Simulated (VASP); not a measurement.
# NaCl (Fm-3m) in VASP: notebook

NaCl is run at these levels: r2SCAN; tasks: single point.

All numbers are computed with VASP 6.6.1; they aren't measurements. Logs are shortened: lines on timing, memory, paths and dates and some standing lists are left out, and cuts for length are marked.

## Step 1: The cell of the first run

The structure is cubic, space group Fm-3m (No. 225). The conventional cell has a = 5.605 Å, b = 5.605 Å, c = 5.605 Å, α = 90.00°, β = 90.00°, γ = 90.00°. Na (site symmetry m-3m) has 6 Cl at 2.80 Å within 3.7 Å. Cl (site symmetry m-3m) has 6 Na at 2.80 Å within 3.7 Å.

## Step 2: Single point, r2SCAN

POSCAR

```
NaCl
1.0
    0.0000000000      2.8027319616      2.8027319616
    2.8027319616      0.0000000000      2.8027319616
    2.8027319616      2.8027319616      0.0000000000
Na Cl
1 1
Direct
    0.0000000000      0.0000000000      0.0000000000
    0.5000000000      0.5000000000      0.5000000000
```

INCAR.step1

```
SYSTEM = NaCl
ALGO = Normal ; EDIFF = 1E-5
ENCUT = 550 ; GGA = PE
GGA_COMPAT = .FALSE. ; ISMEAR = 0
LASPH = .TRUE. ; LCHARG = .FALSE.
LREAL = .FALSE. ; LWAVE = .TRUE.
NBANDS = 14 ; NELM = 120
PREC = Accurate ; SIGMA = 0.001
```

INCAR.step2

```
SYSTEM = NaCl
ALGO = Normal ; EDIFF = 1E-6
ENCUT = 550 ; GGA_COMPAT = .FALSE.
ISIF = 2 ; ISMEAR = 0
ISTART = 1 ; LASPH = .TRUE.
LCHARG = .FALSE. ; LMIXTAU = .TRUE.
LREAL = .FALSE. ; LWAVE = .FALSE.
METAGGA = R2SCAN ; NBANDS = 14
NELM = 120 ; PREC = Accurate
SIGMA = 0.001
```

KPOINTS

```
k-points
0
G
  6 6 6
  0 0 0
```

Potentials or basis: VASP PAW PBE potentials, release 64 (Na_pv, Cl).

Command:

```sh
> cat potpaw_PBE.64/Na_pv/POTCAR potpaw_PBE.64/Cl/POTCAR > POTCAR
> cp INCAR.step1 INCAR
> mpirun -np 1 vasp_std > vasp.out
> cp INCAR.step2 INCAR
> mpirun -np 1 vasp_std > vasp.out
```

OUTCAR:

```text
SYSTEM = NaCl
   EDIFF = 1E-6
   ENCUT = 550
   ISIF = 2
   ISMEAR = 0
   ISTART = 1
   LASPH = .TRUE.
   LREAL = .FALSE.
   METAGGA = R2SCAN
   NELM = 120
   PREC = Accurate

 ion  position               nearest neighbor table
   1  0.000  0.000  0.000-
   2  0.500  0.500  0.500-

  LATTYP: Found a face centered cubic cell.
 ALAT       =     5.6054639232

  Lattice vectors:

 A1 = (   0.0000000000,   2.8027319616,   2.8027319616)
 A2 = (   2.8027319616,   0.0000000000,   2.8027319616)
 A3 = (   2.8027319616,   2.8027319616,   0.0000000000)

Analysis of symmetry for initial positions (statically):
=====================================================================
 Subroutine PRICEL returns:
 Original cell was already a primitive cell.

 Routine SETGRP: Setting up the symmetry group for a
 face centered cubic supercell.

 Subroutine GETGRP returns: Found 48 space group operations
 (whereof 48 operations were pure point group operations)
 out of a pool of 48 trial point group operations.

The static configuration has the point symmetry O_h .

Analysis of symmetry for dynamics (positions and initial velocities):
=====================================================================
 Subroutine PRICEL returns:
 Original cell was already a primitive cell.

 Routine SETGRP: Setting up the symmetry group for a
 face centered cubic supercell.

 Subroutine GETGRP returns: Found 48 space group operations
 (whereof 48 operations were pure point group operations)
 out of a pool of 48 trial point group operations.

The dynamic configuration has the point symmetry O_h .

 Subroutine INISYM returns: Found 48 space group operations
 (whereof 48 operations are pure point group operations),
 and found     1 'primitive' translations

----------------------------------------------------------------------------------------

                                     Primitive cell

  volume of cell :      44.0326

  direct lattice vectors                    reciprocal lattice vectors
     0.000000000  2.802731962  2.802731962    -0.178397366  0.178397366  0.178397366
     2.802731962  0.000000000  2.802731962     0.178397366 -0.178397366  0.178397366
     2.802731962  2.802731962  0.000000000     0.178397366  0.178397366 -0.178397366

  length of vectors
     3.963661552  3.963661552  3.963661552     0.308993302  0.308993302  0.308993302

  position of ions in fractional coordinates (direct lattice)
     0.000000000  0.000000000  0.000000000
     0.500000000  0.500000000  0.500000000

  ion indices of the primitive-cell ions
   primitive index   ion index
                 1           1
                 2           2

----------------------------------------------------------------------------------------

 KPOINTS: k-points

Automatic generation of k-mesh.
 Grid dimensions read from file:
 generate k-points for:    6    6    6

 Generating k-lattice:

  Cartesian coordinates                     Fractional coordinates (reciprocal lattice)
    -0.029732894  0.029732894  0.029732894     0.166666667  0.000000000  0.000000000
     0.029732894 -0.029732894  0.029732894     0.000000000  0.166666667  0.000000000
     0.029732894  0.029732894 -0.029732894     0.000000000  0.000000000  0.166666667

  Length of vectors
     0.051498884  0.051498884  0.051498884

  Shift w.r.t. Gamma in fractional coordinates (k-lattice)
     0.000000000  0.000000000  0.000000000

 Subroutine IBZKPT returns following result:
 ===========================================

 Found     16 irreducible k-points:

 Following reciprocal coordinates:
            Coordinates               Weight
  0.000000  0.000000  0.000000      1.000000
  0.166667  0.000000  0.000000      8.000000
  0.333333  0.000000  0.000000      8.000000
  0.500000  0.000000  0.000000      4.000000
  0.166667  0.166667  0.000000      6.000000
  0.333333  0.166667  0.000000     24.000000
[... 8 lines left out ...]
 -0.333333  0.333333  0.166667     24.000000
 -0.333333  0.500000  0.166667     12.000000
   k-points           NKPTS =     16   k-points in BZ     NKDIM =     16   number of bands    NBANDS=     14
   number of dos      NEDOS =    301   number of ions     NIONS =      2
   total plane-waves  NPLWV =  27000
   dimension x,y,z NGX =    30 NGY =   30 NGZ =   30
   dimension x,y,z NGXF=    60 NGYF=   60 NGZF=   60
   ions per type =               1   1
   NGX,Y,Z   is equivalent  to a cutoff of  12.58, 12.58, 12.58 a.u.
   NGXF,Y,Z  is equivalent  to a cutoff of  25.17, 25.17, 25.17 a.u.
 SYSTEM =  NaCl
   PREC   = accura    normal or accurate (medium, high low for compatibility)
   ISTART =      1    job   : 0-new  1-cont  2-samecut
   ICHARG =      0    charge: 1-file 2-atom 10-const
   ISPIN  =      1    spin polarized calculation?
   LNONCOLLINEAR =      F non collinear calculations
   LSORBIT =      F    spin-orbit coupling
   LASPH  =      T    aspherical Exc in radial PAW
   ENCUT  =  550.0 eV  40.42 Ry    6.36 a.u.   7.58  7.58  7.58*2*pi/ulx,y,z
   NELM   =    120;   NELMIN=  2; NELMDL=  0     # of ELM steps
   EDIFF  = 0.1E-05   stopping-criterion for ELM
   LREAL  =      F    real-space projection
   EDIFFG = 0.1E-04   stopping-criterion for IOM
   NSW    =      0    number of steps for IOM
   IBRION =     -1    ionic relax: 0-MD 1-quasi-New 2-CG
   NFREE  =      0    steps in history (QN), initial steepest desc. (CG)
   ISIF   =      2    stress and relaxation
   ISYM   =      2    0-nonsym 1-usesym 2-fastsym
   POTIM  = 0.5000    time-step for ionic-motion
   TEBEG  =    0.0;   TEEND  =   0.0 temperature during run
   PSTRESS=    0.0 pullay stress
   NELECT =      14.0000    total number of electrons
   NUPDOWN=      -1.0000    fix difference up-down
   EMIN   =  10.00;   EMAX   =-10.00  energy-range for DOS
   EFERMI =   0.00;   METHOD = LEGACY
   ISMEAR =     0;   SIGMA  =   0.00  broadening in eV -4-tet -1-fermi 0-gaus
   EFERMI_NEDOS =   21; number of points for ismear=-14 and -15
   IALGO  =     38    algorithm
   IMIX   =      4    mixing-type and parameters
     AMIX     =   0.40;   BMIX     =  1.00
     AMIX_MAG =   1.60;   BMIX_MAG =  1.00
  volume/ion in A,a.u.               =      22.02       148.57
  Fermi-wavevector in a.u.,A,eV,Ry     =   1.117359  2.111502 16.986744  1.248490
  Thomas-Fermi vector in A             =   2.253981
   LORBIT       =      0    0 simple, 1 ext, 2 COOP (PROOUT), +10 PAW based schemes
   METAGGA = R2SCAN    functional components
   LHFCALC =     F    Hartree Fock is set to
   AEXX    =    0.0000 exact exchange contribution
   IVDW    =     0    specifies the selected vdW correction
   LEPSILON=     F    determine dielectric tensor
   LRPA    =     F    only Hartree local field effects (RPA)
 non-spin polarized calculation
 Gauss-broadening in eV      SIGMA  =   0.00
  energy-cutoff  :      550.00
  volume of cell :       44.03
 maximum number of plane-waves:      1308
   NGX = 15   NGY = 15   NGZ = 15

 number of electron      14.0000003 magnetization

 Free energy of the ion-electron system (eV)
  ---------------------------------------------------
  ext. energy  EPLUGINS =         0.00000000
  ---------------------------------------------------
  free energy    TOTEN  =       -13.79118114 eV

  energy without entropy =      -13.79118114  energy(sigma->0) =      -13.79118114

 E-fermi :  -0.9528     XC(G=0):  -8.7306

 val. band max:       -1.0572983004   @ k =   0.0000   0.0000   0.0000
 cond. band min:       4.9411934303   @ k =   0.0000   0.0000   0.0000
 fundamental gap:      5.9984917308
 Fermi energy:        -0.9528263796

 k-point     1 :       0.0000    0.0000    0.0000
  band No.  band energies     occupation
      1     -22.5428      2.00000
      2     -22.5428      2.00000
      3     -22.5428      2.00000
      4     -14.3219      2.00000
      5      -1.0573      2.00000
      6      -1.0573      2.00000
      7      -1.0573      2.00000
      8       4.9412      0.00000
      9      10.7207      0.00000
     10      10.7207      0.00000
     11      10.7207      0.00000
     12      12.9933      0.00000
     13      12.9933      0.00000
     14      14.6264      0.00000

 k-point     2 :       0.1667    0.0000    0.0000
  band No.  band energies     occupation
      1     -22.5507      2.00000
      2     -22.5433      2.00000
      3     -22.5433      2.00000
      4     -14.2357      2.00000
      5      -1.6607      2.00000
      6      -1.1331      2.00000
      7      -1.1331      2.00000
      8       5.7551      0.00000
      9       9.9461      0.00000
     10      11.0458      0.00000
     11      11.0458      0.00000
     12      12.7317      0.00000
     13      12.7317      0.00000
     14      16.0012      0.00000

 k-point     3 :       0.3333    0.0000    0.0000
  band No.  band energies     occupation
      1     -22.5662      2.00000
      2     -22.5443      2.00000
      3     -22.5443      2.00000
      4     -14.0557      2.00000
      5      -2.6227      2.00000
      6      -1.2775      2.00000
      7      -1.2775      2.00000
      8       6.7914      0.00000
      9       9.9249      0.00000
     10      10.9644      0.00000
     11      10.9644      0.00000
     12      13.8513      0.00000
     13      13.8513      0.00000
     14      15.3945      0.00000
[... 188 lines left out ...]
 k-point    15 :      -0.3333    0.3333    0.1667
  band No.  band energies     occupation
      1     -22.5636      2.00000
      2     -22.5540      2.00000
      3     -22.5490      2.00000
      4     -13.9104      2.00000
      5      -2.5762      2.00000
      6      -2.0846      2.00000
      7      -1.6170      2.00000
      8       8.6007      0.00000
      9       9.0936      0.00000
     10       9.7057      0.00000
     11      11.7876      0.00000
     12      14.1212      0.00000
     13      15.7278      0.00000
     14      16.5744      0.00000

 k-point    16 :      -0.3333    0.5000    0.1667
  band No.  band energies     occupation
      1     -22.5601      2.00000
      2     -22.5541      2.00000
      3     -22.5529      2.00000
      4     -13.8976      2.00000
      5      -2.5544      2.00000
      6      -2.0090      2.00000
      7      -1.7980      2.00000
      8       8.3213      0.00000
      9       8.4498      0.00000
     10      10.3054      0.00000
     11      12.0506      0.00000
     12      15.3963      0.00000
     13      16.1683      0.00000
     14      16.3650      0.00000

------------------------ aborting loop because EDIFF is reached ----------------------------------------

  FORCE on cell =-STRESS in cart. coord.  units (eV):
  Direction    XX          YY          ZZ          XY          YZ          ZX
  --------------------------------------------------------------------------------------
  -------------------------------------------------------------------------------------
  Total       -0.0382626     -0.0382626     -0.0382626      0.0000000      0.0000000     -0.0000000
  in kB       -1.3922265     -1.3922265     -1.3922265      0.0000000      0.0000000     -0.0000000
  external PRESSURE =      -1.3922265 kB  Pullay stress =       0.0000000 kB

 VOLUME and BASIS-vectors are now :
 -----------------------------------------------------------------------------
  energy-cutoff  :      550.00
  volume of cell :       44.03
      direct lattice vectors                 reciprocal lattice vectors
     0.000000000  2.802731962  2.802731962    -0.178397366  0.178397366  0.178397366
     2.802731962  0.000000000  2.802731962     0.178397366 -0.178397366  0.178397366
     2.802731962  2.802731962  0.000000000     0.178397366  0.178397366 -0.178397366

 POSITION                                       TOTAL-FORCE (eV/Angst)
 -----------------------------------------------------------------------------------
      0.00000      0.00000      0.00000        -0.000000      0.000000      0.000000
      2.80273      2.80273      2.80273         0.000000     -0.000000      0.000000
 -----------------------------------------------------------------------------------
    total drift:                               -0.000000      0.000000      0.000000

  FREE ENERGIE OF THE ION-ELECTRON SYSTEM (eV)
  ---------------------------------------------------
  free  energy   TOTEN  =       -13.7911811382 eV

  energy  without entropy=      -13.7911811382  energy(sigma->0) =      -13.79118114
```

Wall time 28 s (1 thread of Intel Xeon 6975P-C (Granite Rapids), shared host); peak memory 0.16 GiB.

What came out:

```
Free energy            : -13.7912 eV
Pressure               : -0.1 GPa
Band gap on the k mesh : 6.00 eV
```

Caveat: the PAW data sets were made with another functional, which shifts forces and pressure a little.

## Step 3: Single point, r2SCAN

POSCAR is that of step 2.

INCAR.step1

```
ALGO = Normal ; EDIFF = 1E-5
ENCUT = 550 ; GGA = PE
GGA_COMPAT = False ; ISMEAR = -1
LASPH = True ; LCHARG = False
LREAL = False ; LWAVE = True
NBANDS = 14 ; NELM = 120
PREC = Accurate ; SIGMA = 0.5
```

INCAR.step2

```
ALGO = Normal ; EDIFF = 1E-6
ENCUT = 550 ; GGA_COMPAT = False
ISIF = 2 ; ISMEAR = -1
ISTART = 1 ; LASPH = True
LCHARG = True ; LELF = True
LMIXTAU = True ; LREAL = False
LVHAR = True ; LWAVE = False
METAGGA = R2SCAN ; NBANDS = 14
NELM = 120 ; PREC = Accurate
SIGMA = 0.5
```

KPOINTS

```
k-points
0
Gamma
  6 6 6
```

Potentials or basis: VASP PAW PBE potentials, release 64 (Na_pv, Cl).

Command:

```sh
> cat potpaw_PBE.64/Na_pv/POTCAR potpaw_PBE.64/Cl/POTCAR > POTCAR
> cp INCAR.step1 INCAR
> mpirun -np 1 vasp_std > vasp.out
> cp INCAR.step2 INCAR
> mpirun -np 1 vasp_std > vasp.out
```

Wall time 25 s (1 thread of Intel Xeon 6975P-C (Granite Rapids), shared host); peak memory 0.16 GiB.

The run converged. Its results:

```yaml
Free_energy: -13.7919 eV
Pressure: -0.1 GPa
Band_gap_on_the_k_mesh: 6.00 eV
```

Levels at points of the mesh, in eV from the valence-band top:
```tsv
k point	band 4	band 5	band 6	band 7	band 8	band 9	band 10	band 11
(0.00, 0.00, 0.00)	-13.26	0.00	0.00	0.00	6.00	11.78	11.78	11.78
(0.50, 0.00, 0.00)	-12.90	-1.98	-0.29	-0.29	7.98	11.77	11.81	11.81
(0.50, 0.50, 0.00)	-12.85	-1.73	-0.63	-0.63	8.50	8.60	12.35	16.09
```

Caveat: the PAW data sets were made with another functional, which shifts forces and pressure a little.

(Part 1 of 2 ends here.)
